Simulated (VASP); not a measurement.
# Hf2C (I4/mcm) in VASP: further runs, part 2 of 2

VASP 6.6.1.

**4. Single point, PBEsol**

This run uses another cell than the first one, of 14.28 Å³/atom.

INCAR reads:

```
PREC = Accurate ; ENCUT = 520
EDIFF = 1E-6 ; ISMEAR = 0
SIGMA = 0.1 ; LREAL = F
LASPH = T ; NELM = 100
ALGO = Normal ; ISIF = 2
LWAVE = F ; LCHARG = F
GGA = PS ; NBANDS = 33
```

KPOINTS reads:

```
Automatic mesh
0
Gamma
  10 10 10
```

POSCAR reads:

```
Hf2C
1.0
   -2.9111431576      2.9111431576      2.5271939639
    2.9111431576     -2.9111431576      2.5271939639
    2.9111431576      2.9111431576     -2.5271939639
Hf C
4 2
Direct
    0.8286831370      0.6713168630      0.5000000000
    0.3286831370      0.8286831370      0.1573662740
    0.1713168630      0.3286831370      0.5000000000
    0.6713168630      0.1713168630      0.8426337260
    0.7500000000      0.7500000000      0.0000000000
    0.2500000000      0.2500000000      0.0000000000
```

Potentials or basis: VASP PAW PBE potentials, release 64 (Hf_pv, C).

On the command line:

```console
cat potpaw_PBE.64/Hf_pv/POTCAR potpaw_PBE.64/C/POTCAR > POTCAR
mpirun -np 1 vasp_std > vasp.out
```

OUTCAR:

```text
PREC = Accurate
   ENCUT = 520
   EDIFF = 1E-6
   ISMEAR = 0
   LREAL = F
   LASPH = T
   NELM = 100
   ISIF = 2
   GGA = PS

 ion  position               nearest neighbor table
   1  0.829  0.671  0.500-   6 2.50   5 2.50   5 2.50   6 2.50   3 2.82   3 2.84   3 2.84   4 3.05
                             2 3.05   2 3.05   4 3.05   2 3.22   4 3.22   4 3.22   2 3.22
   2  0.329  0.829  0.157-   5 2.50   6 2.50   6 2.50   5 2.50   4 2.82   4 2.84   4 2.84   3 3.05
                             1 3.05   1 3.05   3 3.05   1 3.22   3 3.22   3 3.22   1 3.22
   3  0.171  0.329  0.500-   5 2.50   6 2.50   6 2.50   5 2.50   1 2.82   1 2.84   1 2.84   2 3.05
                             2 3.05   4 3.05   4 3.05   2 3.22   4 3.22   4 3.22   2 3.22
   4  0.671  0.171  0.843-   6 2.50   5 2.50   5 2.50   6 2.50   2 2.82   2 2.84   2 2.84   1 3.05
                             3 3.05   1 3.05   3 3.05   3 3.22   1 3.22   1 3.22   3 3.22
   5  0.750  0.750  0.000-   2 2.50   3 2.50   1 2.50   2 2.50   4 2.50   1 2.50   4 2.50   3 2.50

   6  0.250  0.250  0.000-   1 2.50   2 2.50   2 2.50   3 2.50   4 2.50   3 2.50   1 2.50   4 2.50

  LATTYP: Found a body centered tetragonal cell.
 ALAT       =     5.8222863152
 C/A-ratio  =     0.8681105075

  Lattice vectors:

 A1 = (  -2.9111431576,   2.9111431576,   2.5271939639)
 A2 = (   2.9111431576,  -2.9111431576,   2.5271939639)
[... 196 lines left out ...]
      2     -24.1738      2.00000
      3     -24.1738      2.00000
      4     -23.9930      2.00000
      5     -23.9930      2.00000
      6     -23.8414      2.00000
[... 853 lines left out ...]
     32      10.7730      0.00000
     33      11.4383      0.00000

 [... further k-points ...]

------------------------ aborting loop because EDIFF is reached ----------------------------------------

  FORCE on cell =-STRESS in cart. coord.  units (eV):
  Direction    XX          YY          ZZ          XY          YZ          ZX
  --------------------------------------------------------------------------------------
  -------------------------------------------------------------------------------------
  Total       -0.3920025     -0.3920025     -0.4004968      0.0000000      0.0000000      0.0000000
  in kB       -7.3311780     -7.3311780     -7.4900362      0.0000000      0.0000000      0.0000000
  external PRESSURE =      -7.3841308 kB  Pullay stress =       0.0000000 kB

 VOLUME and BASIS-vectors are now :
 -----------------------------------------------------------------------------
  energy-cutoff  :      520.00
  volume of cell :       85.67
      direct lattice vectors                 reciprocal lattice vectors
    -2.911143158  2.911143158  2.527193964     0.000000000  0.171753834  0.197847893
     2.911143158 -2.911143158  2.527193964     0.171753834  0.000000000  0.197847893
     2.911143158  2.911143158 -2.527193964     0.171753834  0.171753834  0.000000000

 POSITION                                       TOTAL-FORCE (eV/Angst)
 -----------------------------------------------------------------------------------
      0.99746      1.91369      2.52719         0.005825     -0.005825     -0.000000
      1.91369     -0.99746      2.52719        -0.005825     -0.005825      0.000000
      1.91369      0.99746      0.00000        -0.005825      0.005825     -0.000000
      0.99746      3.90860      0.00000         0.005825      0.005825     -0.000000
      0.00000      0.00000      3.79079         0.000000     -0.000000     -0.000000
      0.00000      0.00000      1.26360         0.000000     -0.000000     -0.000000
 -----------------------------------------------------------------------------------
    total drift:                                0.000000      0.000000     -0.000000

  FREE ENERGIE OF THE ION-ELECTRON SYSTEM (eV)
  ---------------------------------------------------
  free  energy   TOTEN  =       -62.9828552631 eV

  energy  without entropy=      -62.9718637499  energy(sigma->0) =      -62.97735951
```

OSZICAR:

```text
N       E                     dE             d eps       ncg     rms          rms(c)
DAV:   1     0.191978484193E+03    0.19198E+03   -0.26199E+04  6740   0.143E+03
DAV:   2    -0.538826380074E+02   -0.24586E+03   -0.23151E+03  7890   0.348E+02
DAV:   3    -0.668867785767E+02   -0.13004E+02   -0.12460E+02  8907   0.534E+01
DAV:   4    -0.671020134365E+02   -0.21523E+00   -0.21441E+00  8192   0.703E+00
DAV:   5    -0.671059791797E+02   -0.39657E-02   -0.39609E-02  8609   0.851E-01    0.991E+01
DAV:   6    -0.636261761613E+02    0.34798E+01   -0.22162E+01  7948   0.160E+01    0.728E+01
DAV:   7    -0.633053582030E+02    0.32082E+00   -0.59097E+00  8140   0.988E+00    0.177E+01
DAV:   8    -0.629940870469E+02    0.31127E+00   -0.10900E+00  8218   0.444E+00    0.249E+00
DAV:   9    -0.629932742737E+02    0.81277E-03   -0.34506E-01  8751   0.213E+00    0.321E+00
DAV:  10    -0.629855371875E+02    0.77371E-02   -0.10762E-01  8069   0.122E+00    0.251E+00
DAV:  11    -0.629829104821E+02    0.26267E-02   -0.17396E-02  8274   0.517E-01    0.567E-01
DAV:  12    -0.629829045312E+02    0.59509E-05   -0.83821E-04  8318   0.132E-01    0.267E-01
DAV:  13    -0.629828579647E+02    0.46567E-04   -0.14521E-04  8072   0.411E-02    0.626E-02
DAV:  14    -0.629828553072E+02    0.26575E-05   -0.33211E-05  7506   0.198E-02    0.121E-02
DAV:  15    -0.629828552631E+02    0.44095E-07   -0.11593E-06  6047   0.476E-03
   1 F= -.62982855E+02 E0= -.62977360E+02  d E =-.109915E-01
```

Run time: 2.3 min. Hardware: 1 thread of Intel Xeon 6975P-C (Granite Rapids), shared host; peak memory 0.36 GiB.

Results:

| Item | Value |
| --- | --- |
| Free energy | -62.9829 eV |
| Pressure | -0.7 GPa |
| Largest force | 0.008 eV/Å |
| Band gap on the k mesh | zero (bands 24 and 25 overlap by 1.09 eV) |

Forces in eV/Å, atoms in the order of the input:
```
Hf   0.006 -0.006  0.000
Hf  -0.006 -0.006  0.000
Hf  -0.006  0.006  0.000
Hf   0.006  0.006  0.000
C    0.000  0.000  0.000
C    0.000  0.000  0.000
```

Levels at points of the mesh, in eV from the Fermi level:
| k point | band 22 | band 23 | band 24 | band 25 | band 26 | band 27 |
| --- | --- | --- | --- | --- | --- | --- |
| (0.00, 0.00, 0.00) | -1.11 | -1.11 | -0.06 | 1.19 | 1.65 | 3.10 |
| (0.50, 0.00, 0.00) | -1.20 | -0.87 | -0.87 | 0.55 | 0.55 | 2.17 |
| (0.50, 0.50, 0.00) | -1.25 | -0.93 | -0.19 | 0.90 | 2.33 | 2.55 |
| (0.50, 0.50, 0.50) | 0.05 | 0.55 | 0.55 | 0.87 | 1.04 | 1.82 |

Caveat: the PAW data sets were made with another functional, which shifts forces and pressure a little; spin-orbit coupling is left out, which moves the levels of the heavy elements.

**5. Relaxation of cell and atoms, PBEsol**

This run uses another cell than the first one, of 15.45 Å³/atom.

INCAR reads:

```
SYSTEM = Hf2C
  ALGO = Normal
  EDIFF = 1E-6
  EDIFFG = -0.05
  ENCUT = 600
  GGA = PS
  IBRION = 2
  ISIF = 3
  ISMEAR = 0
  LASPH = .True.
  LCHARG = .False.
  LREAL = .False.
  LWAVE = .False.
  NELM = 100
  NSW = 80
  PREC = Accurate
  SIGMA = 0.1
```

KPOINTS reads:

```
k-points
0
Gamma
  6 6 6
  0 0 0
```

POSCAR reads:

```
Hf2C
1.0
   -3.0841310782      3.0841310782      2.4363689444
    3.0841310782     -3.0841310782      2.4363689444
    3.0841310782      3.0841310782     -2.4363689444
Hf C
4 2
Direct
    0.8432528485      0.6567471515      0.5000000000
    0.3432528485      0.8432528485      0.1865056970
    0.1567471515      0.3432528485      0.5000000000
    0.6567471515      0.1567471515      0.8134943030
    0.7500000000      0.7500000000      0.0000000000
    0.2500000000      0.2500000000      0.0000000000
```

On the command line:

```console
cat potpaw_PBE.64/Hf_pv/POTCAR potpaw_PBE.64/C/POTCAR > POTCAR
mpirun -np 1 vasp_std > vasp.out
```

Run time: 3.9 min. Hardware: 1 thread of Intel Xeon 6975P-C (Granite Rapids), shared host; peak memory 0.3 GiB.

It converged, with:

```yaml
Free_energy: -62.9828 eV
Relaxed_volume: 14.27 Å³/atom
Relaxed_cell: a = 4.829 Å, b = 4.829 Å, c = 4.829 Å, α = 105.91°, β = 105.91°, γ = 116.85°
Space_group_after_relaxing_to_0.1_Å: I4/mcm (No. 140)
Energy_gained_by_relaxing: 183.3 meV/atom
Ionic_steps: 6
Pressure_after_relaxing: -0.4 GPa
Largest_force_after_relaxing: 0.021 eV/Å
Band_gap_on_the_k_mesh: zero (bands 24 and 25 overlap by 0.86 eV)
```

Forces in eV/Å, atoms in the order of the input:
```
Hf   0.015 -0.015  0.000
Hf  -0.015 -0.015  0.000
Hf  -0.015  0.015  0.000
Hf   0.015  0.015  0.000
C    0.000  0.000  0.000
C    0.000  0.000  0.000
```

Stress tensor (GPa, compression positive):
```
-0.35  0.00  0.00
 0.00 -0.35  0.00
 0.00  0.00 -0.44
```

The path:
```tsv
step	energy change (eV)	largest force (eV/Å)	pressure (GPa)	volume (Å³)
1	0.0000	2.0536	-12.39	92.70
2	-0.5651	0.4533	21.46	77.46
3	-0.8099	1.1981	6.54	82.50
4	-1.0926	0.2591	-0.01	85.46
5	-1.0950	0.1487	0.39	85.21
6	-1.0997	0.0211	-0.38	85.60
```

Final structure:
```
Hf C
1.0
    -2.90921    2.90921    2.52849
     2.90921   -2.90921    2.52849
     2.90921    2.90921   -2.52849
Hf C
4 2
Direct
  0.82846 0.67154 0.50000
  0.32846 0.82846 0.15691
  0.17154 0.32846 0.50000
  0.67154 0.17154 0.84309
  0.75000 0.75000 0.00000
  0.25000 0.25000 0.00000
```

Levels at points of the mesh, in eV from the Fermi level:
```tsv
k point	band 22	band 23	band 24	band 25	band 26	band 27
(0.00, 0.00, 0.00)	-1.08	-1.08	-0.02	1.20	1.66	3.13
(0.50, 0.00, 0.00)	-1.18	-0.84	-0.84	0.58	0.58	2.21
(0.50, 0.50, 0.00)	-1.22	-0.91	-0.17	0.92	2.35	2.59
(0.50, 0.50, 0.50)	0.08	0.58	0.58	0.90	1.07	1.84
```

Caveat: the PAW data sets were made with another functional, which shifts forces and pressure a little; spin-orbit coupling is left out, which moves the levels of the heavy elements; the relaxation stopped at a loose force limit of 0.05 eV/Å, so its end isn't a converged minimum.

**6. Overview**

```tsv
task	cell	k mesh	cutoff (eV)	gap on the mesh (eV)	pressure (GPa)	relaxed volume (Å³/atom)	largest force (eV/Å)
relaxation of cell and atoms	relaxed from a = 4.835 Å, angles 105.9, 105.9, 116.9°, 6 atoms, atomic positions A	10 × 10 × 10	600	none	0.0	14.22	0.01
single point	a = 4.835 Å, angles 105.9, 105.9, 116.9°, 6 atoms, atomic positions A	6 × 6 × 6	520	none	-1.0	-	0.02
single point	a = 4.831 Å, angles 105.9, 105.9, 116.9°, 6 atoms, atomic positions A	10 × 10 × 10	520	none	-0.7	-	0.01
relaxation of cell and atoms	relaxed from a = 4.996 Å, angles 103.8, 103.8, 121.6°, 6 atoms, atomic positions B	6 × 6 × 6	600	none	-0.4	14.27	0.02
```

Alike in all rows: level PBEsol; potentials or basis VASP PAW PBE potentials, release 64 (Hf_pv, C); no spin polarisation; smearing gaussian 0.1 eV.

Caveats: the PAW data sets were made with another functional, which shifts forces and pressure a little; spin-orbit coupling is left out, which moves the levels of the heavy elements; the relaxation stopped at a loose force limit of 0.05 eV/Å, so its end isn't a converged minimum (at least some runs).

Total energies depend on the potentials used, so only differences within one code and one set of settings carry meaning.
